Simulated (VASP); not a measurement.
# TaN (P6_3mc) in VASP: further runs

The runs below take TaN through single point, with PBEsol.

All numbers are computed with VASP 6.6.1; they aren't measurements. Logs are shortened: lines on timing, memory, paths and dates and some standing lists are left out, and cuts for length are marked.

## Step 1: The cell of the first run

Symmetry: P6_3mc, No. 186, hexagonal system. The conventional cell has a = 3.246 Å, b = 3.246 Å, c = 6.045 Å, α = 90.00°, β = 90.00°, γ = 120.00°. Within 2.6 Å of Ta (site symmetry 3m) lie 4 N at 1.96 to 2.15 Å. Within 2.6 Å of N (site symmetry 3m) lie 4 Ta at 1.96 to 2.15 Å.

## Step 2: Single point, PBEsol (13.79 Å³/atom)

File INCAR:

```
PREC = Accurate
ENCUT = 520
EDIFF = 1E-7
ISMEAR = 0
SIGMA = 0.15
LREAL = False
LASPH = True
NELM = 100
ALGO = Normal
ISIF = 2
LWAVE = False
LCHARG = False
GGA = PS
NBANDS = 24
```

File KPOINTS:

```
Automatic mesh
0
Gamma
  18 18 8
```

File POSCAR:

```
TaN
1.0
    3.2463273487      0.0000000000      0.0000000000
   -1.6231636744      2.8114019530      0.0000000000
    0.0000000000      0.0000000000      6.0446615233
Ta N
2 2
Direct
    0.3333333333      0.6666666667      0.0301041378
    0.6666666667      0.3333333333      0.5301041378
    0.3333333333      0.6666666667      0.3548958622
    0.6666666667      0.3333333333      0.8548958622
```

Potentials or basis: VASP PAW PBE potentials, release 64 (Ta_pv, N).

On the command line:

```sh
$ cat potpaw_PBE.64/Ta_pv/POTCAR potpaw_PBE.64/N/POTCAR > POTCAR
$ mpirun -np 1 vasp_std > vasp.out
```

OUTCAR:

```text
PREC = Accurate
   ENCUT = 520
   EDIFF = 1E-7
   ISMEAR = 0
   LREAL = False
   LASPH = True
   NELM = 100
   ISIF = 2
   GGA = PS

 ion  position               nearest neighbor table
   1  0.333  0.667  0.030-   3 1.96   4 2.15   4 2.15   4 2.15   2 3.56   2 3.56   2 3.56   2 3.56
                             2 3.56   2 3.56
   2  0.667  0.333  0.530-   4 1.96   3 2.15   3 2.15   3 2.15   1 3.56   1 3.56   1 3.56   1 3.56
                             1 3.56   1 3.56
   3  0.333  0.667  0.355-   1 1.96   2 2.15   2 2.15   2 2.15
   4  0.667  0.333  0.855-   2 1.96   1 2.15   1 2.15   1 2.15

  LATTYP: Found a hexagonal cell.
 ALAT       =     3.2463273487
 C/A-ratio  =     1.8620000000

  Lattice vectors:

 A1 = (   3.2463273487,   0.0000000000,   0.0000000000)
 A2 = (  -1.6231636744,   2.8114019530,   0.0000000000)
 A3 = (   0.0000000000,   0.0000000000,   6.0446615233)

Analysis of symmetry for initial positions (statically):
=====================================================================
 Subroutine PRICEL returns:
 Original cell was already a primitive cell.

 Routine SETGRP: Setting up the symmetry group for a
 hexagonal supercell.

 Subroutine GETGRP returns: Found 12 space group operations
 (whereof  6 operations were pure point group operations)
 out of a pool of 24 trial point group operations.

The static configuration has the point symmetry C_3v.
 The point group associated with its full space group is C_6v.

Analysis of symmetry for dynamics (positions and initial velocities):
=====================================================================
 Subroutine PRICEL returns:
 Original cell was already a primitive cell.

 Routine SETGRP: Setting up the symmetry group for a
 hexagonal supercell.

 Subroutine GETGRP returns: Found 12 space group operations
 (whereof  6 operations were pure point group operations)
 out of a pool of 24 trial point group operations.

The dynamic configuration has the point symmetry C_3v.
 The point group associated with its full space group is C_6v.

 Subroutine INISYM returns: Found 12 space group operations
 (whereof  6 operations are pure point group operations),
 and found     1 'primitive' translations

----------------------------------------------------------------------------------------

                                     Primitive cell

  volume of cell :      55.1680

  direct lattice vectors                    reciprocal lattice vectors
     3.246327349  0.000000000  0.000000000     0.308040408  0.177847212  0.000000000
    -1.623163674  2.811401953  0.000000000     0.000000000  0.355694425  0.000000000
     0.000000000  0.000000000  6.044661523     0.000000000  0.000000000  0.165435235

  length of vectors
     3.246327349  3.246327349  6.044661523     0.355694425  0.355694425  0.165435235

  position of ions in fractional coordinates (direct lattice)
     0.333333333  0.666666667  0.030104138
     0.666666667  0.333333333  0.530104138
     0.333333333  0.666666667  0.354895862
     0.666666667  0.333333333  0.854895862

  ion indices of the primitive-cell ions
   primitive index   ion index
                 1           1
                 2           2
                 3           3
                 4           4

----------------------------------------------------------------------------------------

 KPOINTS: Automatic mesh

Automatic generation of k-mesh.
 Grid dimensions read from file:
 generate k-points for:   18   18    8

 Generating k-lattice:

  Cartesian coordinates                     Fractional coordinates (reciprocal lattice)
     0.017113356  0.009880401  0.000000000     0.055555556  0.000000000  0.000000000
     0.000000000  0.019760801  0.000000000     0.000000000  0.055555556  0.000000000
     0.000000000  0.000000000  0.020679404     0.000000000  0.000000000  0.125000000

  Length of vectors
     0.019760801  0.019760801  0.020679404

  Shift w.r.t. Gamma in fractional coordinates (k-lattice)
     0.000000000  0.000000000  0.000000000

 Subroutine IBZKPT returns following result:
 ===========================================

 Found    185 irreducible k-points:

 Following reciprocal coordinates:
            Coordinates               Weight
  0.000000  0.000000  0.000000      1.000000
  0.055556  0.000000  0.000000      6.000000
  0.111111  0.000000  0.000000      6.000000
  0.166667  0.000000  0.000000      6.000000
  0.222222  0.000000  0.000000      6.000000
  0.277778  0.000000  0.000000      6.000000
[... 16 lines left out ...]
  0.333333  0.111111  0.000000     12.000000
  0.388889  0.111111  0.000000     12.000000
 [... further k-points ...]
   k-points           NKPTS =    185   k-points in BZ     NKDIM =    185   number of bands    NBANDS=     24
   number of dos      NEDOS =    301   number of ions     NIONS =      4
   total plane-waves  NPLWV =  27648
   dimension x,y,z NGX =    24 NGY =   24 NGZ =   48
   dimension x,y,z NGXF=    48 NGYF=   48 NGZF=   96
   ions per type =               2   2
   NGX,Y,Z   is equivalent  to a cutoff of  12.29, 12.29, 13.20 a.u.
   NGXF,Y,Z  is equivalent  to a cutoff of  24.58, 24.58, 26.40 a.u.
 SYSTEM =  unknown system
   PREC   = accura    normal or accurate (medium, high low for compatibility)
   ISTART =      0    job   : 0-new  1-cont  2-samecut
   ICHARG =      2    charge: 1-file 2-atom 10-const
   ISPIN  =      1    spin polarized calculation?
   LNONCOLLINEAR =      F non collinear calculations
   LSORBIT =      F    spin-orbit coupling
   LASPH  =      T    aspherical Exc in radial PAW
   ENCUT  =  520.0 eV  38.22 Ry    6.18 a.u.   6.04  6.04 11.24*2*pi/ulx,y,z
   NELM   =    100;   NELMIN=  2; NELMDL= -5     # of ELM steps
   EDIFF  = 0.1E-06   stopping-criterion for ELM
   LREAL  =      F    real-space projection
   EDIFFG = 0.1E-05   stopping-criterion for IOM
   NSW    =      0    number of steps for IOM
   IBRION =     -1    ionic relax: 0-MD 1-quasi-New 2-CG
   NFREE  =      0    steps in history (QN), initial steepest desc. (CG)
   ISIF   =      2    stress and relaxation
   ISYM   =      2    0-nonsym 1-usesym 2-fastsym
   POTIM  = 0.5000    time-step for ionic-motion
   TEBEG  =    0.0;   TEEND  =   0.0 temperature during run
   PSTRESS=    0.0 pullay stress
   NELECT =      32.0000    total number of electrons
   NUPDOWN=      -1.0000    fix difference up-down
   EMIN   =  10.00;   EMAX   =-10.00  energy-range for DOS
   EFERMI =   0.00;   METHOD = LEGACY
   ISMEAR =     0;   SIGMA  =   0.15  broadening in eV -4-tet -1-fermi 0-gaus
   EFERMI_NEDOS =   21; number of points for ismear=-14 and -15
   IALGO  =     38    algorithm
   IMIX   =      4    mixing-type and parameters
     AMIX     =   0.40;   BMIX     =  1.00
     AMIX_MAG =   1.60;   BMIX_MAG =  1.00
  volume/ion in A,a.u.               =      13.79        93.07
  Fermi-wavevector in a.u.,A,eV,Ry     =   1.365303  2.580049 25.361975  1.864053
  Thomas-Fermi vector in A             =   2.491543
   LORBIT       =      0    0 simple, 1 ext, 2 COOP (PROOUT), +10 PAW based schemes
   GGA     = PS    functional components
   LHFCALC =     F    Hartree Fock is set to
   AEXX    =    0.0000 exact exchange contribution
   IVDW    =     0    specifies the selected vdW correction
   LEPSILON=     F    determine dielectric tensor
   LRPA    =     F    only Hartree local field effects (RPA)
 non-spin polarized calculation
 Gauss-broadening in eV      SIGMA  =   0.15
  energy-cutoff  :      520.00
  volume of cell :       55.17
 maximum number of plane-waves:      1509
   NGX = 13   NGY = 13   NGZ = 23

 number of electron      32.0000005 magnetization

 Free energy of the ion-electron system (eV)
  ---------------------------------------------------
  ext. energy  EPLUGINS =         0.00000000
  ---------------------------------------------------
  free energy    TOTEN  =       -45.57397630 eV

  energy without entropy =      -45.56442012  energy(sigma->0) =      -45.56919821

 E-fermi :   5.8534     XC(G=0): -12.0087

 val. band max:        5.8493012994   @ k =   0.0000   0.0000   0.0000
 cond. band min:       5.8619519293   @ k =   0.0556   0.0000   0.0000
 fundamental gap:      0.0126506299
 Fermi energy:         5.8533658636

 k-point     1 :       0.0000    0.0000    0.0000
  band No.  band energies     occupation
      1     -29.7810      2.00000
      2     -29.4752      2.00000
      3     -29.2857      2.00000
      4     -29.2857      2.00000
      5     -29.2568      2.00000
      6     -29.2568      2.00000
[... 16 lines left out ...]
     23      10.6428      0.00000
     24      12.1551      0.00000

 k-point     2 :       0.0556    0.0000    0.0000
  band No.  band energies     occupation
      1     -29.7773      2.00000
      2     -29.4754      2.00000
      3     -29.2976      2.00000
      4     -29.2887      2.00000
      5     -29.2692      2.00000
      6     -29.2592      2.00000
[... 16 lines left out ...]
     23      10.8383      0.00000
     24      11.9498      0.00000

 k-point     3 :       0.1111    0.0000    0.0000
  band No.  band energies     occupation
      1     -29.7663      2.00000
      2     -29.4761      2.00000
      3     -29.3316      2.00000
      4     -29.3048      2.00000
      5     -29.2976      2.00000
      6     -29.2662      2.00000
[... 16 lines left out ...]
     23      11.3647      0.00000
     24      11.6769      0.00000
[... 514 lines left out ...]
 k-point    23 :       0.3333    0.1111    0.0000
  band No.  band energies     occupation
      1     -29.6626      2.00000
      2     -29.6076      2.00000
      3     -29.5882      2.00000
      4     -29.5036      2.00000
      5     -29.3976      2.00000
      6     -29.3558      2.00000
[... 16 lines left out ...]
     23      11.1440      0.00000
     24      11.1985      0.00000

 k-point    24 :       0.3889    0.1111    0.0000
  band No.  band energies     occupation
      1     -29.6701      2.00000
      2     -29.6299      2.00000
      3     -29.5962      2.00000
      4     -29.5123      2.00000
      5     -29.4085      2.00000
      6     -29.3649      2.00000
[... 16 lines left out ...]
     23      10.7873      0.00000
     24      11.3571      0.00000

 [... further k-points ...]

------------------------ aborting loop because EDIFF is reached ----------------------------------------

  FORCE on cell =-STRESS in cart. coord.  units (eV):
  Direction    XX          YY          ZZ          XY          YZ          ZX
  --------------------------------------------------------------------------------------
  -------------------------------------------------------------------------------------
  Total       -6.1675412     -6.1675412     -3.0974866      0.0000000      0.0000000      0.0000000
  in kB     -179.1164205   -179.1164205    -89.9565469      0.0000000      0.0000000      0.0000000
  external PRESSURE =    -149.3964627 kB  Pullay stress =       0.0000000 kB

 VOLUME and BASIS-vectors are now :
 -----------------------------------------------------------------------------
  energy-cutoff  :      520.00
  volume of cell :       55.17
      direct lattice vectors                 reciprocal lattice vectors
     3.246327349  0.000000000  0.000000000     0.308040408  0.177847212  0.000000000
    -1.623163674  2.811401953  0.000000000     0.000000000  0.355694425  0.000000000
     0.000000000  0.000000000  6.044661523     0.000000000  0.000000000  0.165435235

 POSITION                                       TOTAL-FORCE (eV/Angst)
 -----------------------------------------------------------------------------------
     -0.00000      1.87427      0.18197        -0.000000      0.000000     -0.626637
      1.62316      0.93713      3.20430         0.000000     -0.000000     -0.626637
     -0.00000      1.87427      2.14523         0.000000     -0.000000      0.626637
      1.62316      0.93713      5.16756        -0.000000      0.000000      0.626637
 -----------------------------------------------------------------------------------
    total drift:                               -0.000000      0.000000     -0.000095

  FREE ENERGIE OF THE ION-ELECTRON SYSTEM (eV)
  ---------------------------------------------------
  free  energy   TOTEN  =       -45.5739763028 eV

  energy  without entropy=      -45.5644201200  energy(sigma->0) =      -45.56919821
```

It took 2.3 min on 1 thread of AMD EPYC 7R13 (Zen 3), shared host; peak memory 0.3 GiB.

Results:

```yaml
Free_energy: -45.5740 eV
Pressure: -14.9 GPa
Largest_force: 0.627 eV/Å
Band_gap_on_the_k_mesh: zero (bands 16 and 17 overlap by 0.55 eV)
```

Forces in eV/Å, atoms in the order of the input:
```
Ta   0.000  0.000 -0.627
Ta   0.000  0.000 -0.627
N    0.000  0.000  0.627
N    0.000  0.000  0.627
```

Stress tensor (GPa, compression positive):
```
-17.91   0.00   0.00
  0.00 -17.91   0.00
  0.00   0.00  -9.00
```

Levels at points of the mesh, in eV from the Fermi level:
```csv
k point,band 12,band 13,band 14,band 15,band 16,band 17,band 18,band 19,band 20,band 21
"(0.00, 0.00, 0.00)",-5.31,-4.41,-4.41,-0.84,-0.74,0.00,0.00,1.96,1.96,2.66
"(0.50, 0.00, 0.00)",-5.51,-4.71,-3.62,-2.14,-0.48,1.26,2.01,2.39,2.91,3.41
"(0.00, 0.00, 0.50)",-4.92,-4.92,-4.92,0.30,0.30,0.86,0.86,0.86,0.86,4.37
"(0.50, 0.00, 0.50)",-5.26,-4.71,-4.71,-0.76,-0.76,1.49,1.49,2.86,2.86,4.15
```

Caveat: the cell stands under tension; the PAW data sets were made with another functional, which shifts forces and pressure a little; spin-orbit coupling is left out, which moves the levels of the heavy elements.

## Step 3: Single point, PBEsol (13.79 Å³/atom)

File INCAR:

```
SYSTEM = TaN
PREC     = Accurate       ! precision mode
ENCUT    = 520            ! plane-wave cutoff, eV
EDIFF    = 1E-6           ! SCF threshold, eV
ISMEAR   = 0              ! smearing method
SIGMA    = 0.15           ! smearing width, eV
LREAL    = .False.        ! projectors in reciprocal space
LASPH    = .True.         ! aspherical terms in the spheres
NELM     = 100            ! most SCF steps
ALGO     = Normal         ! electronic algorithm
ISIF     = 2              ! what is computed and relaxed
LWAVE    = .False.        ! write WAVECAR
LCHARG   = .True.         ! write CHGCAR
GGA      = PS             ! functional
LELF     = .True.         ! ELF
LVHAR    = .True.       
NBANDS   = 24             ! bands
```

File KPOINTS:

```
regular mesh
0
Gamma
  18 18 8
  0 0 0
```

File POSCAR:

```
TaN
1.0
    3.2031096542      0.0000000000      0.0000000000
   -1.6015548271      2.7739743316      0.0000000000
    0.0000000000      0.0000000000      6.2088761264
Ta N
2 2
Direct
    0.3333333333      0.6666666667      0.0301041378
    0.6666666667      0.3333333333      0.5301041378
    0.3333333333      0.6666666667      0.3548958622
    0.6666666667      0.3333333333      0.8548958622
```

Potentials or basis: VASP PAW PBE potentials, release 64 (Ta_pv, N).

On the command line:

```sh
$ cat potpaw_PBE.64/Ta_pv/POTCAR potpaw_PBE.64/N/POTCAR > POTCAR
$ mpirun -np 1 vasp_std > vasp.out
```

Run time: 2.3 min. Hardware: 1 thread of AMD EPYC 7R13 (Zen 3), shared host; peak memory 0.3 GiB.

The run converged. Its results:

```
Free energy            : -45.5878 eV
Pressure               : -17.4 GPa
Largest force          : 0.049 eV/Å
Band gap on the k mesh : zero (bands 16 and 17 overlap by 0.40 eV)
```

Forces on the atoms (eV/Å):
```
Ta   0.000  0.000  0.049
Ta   0.000  0.000  0.049
N    0.000  0.000 -0.049
N    0.000  0.000 -0.049
```

Stress tensor (GPa, compression positive):
```
-15.53   0.00   0.00
  0.00 -15.53   0.00
  0.00   0.00 -21.23
```

Levels at points of the mesh, in eV from the Fermi level:
```tsv
k point	band 14	band 15	band 16	band 17	band 18	band 19
(0.00, 0.00, 0.00)	-4.26	-0.89	-0.60	0.15	0.15	2.01
(0.50, 0.00, 0.00)	-3.51	-2.11	-0.52	1.09	2.02	2.48
(0.00, 0.00, 0.50)	-4.70	0.19	0.19	0.92	0.92	0.92
(0.50, 0.00, 0.50)	-4.52	-0.88	-0.88	1.38	1.38	3.05
```

Caveat: the cell stands under tension; the PAW data sets were made with another functional, which shifts forces and pressure a little; spin-orbit coupling is left out, which moves the levels of the heavy elements.
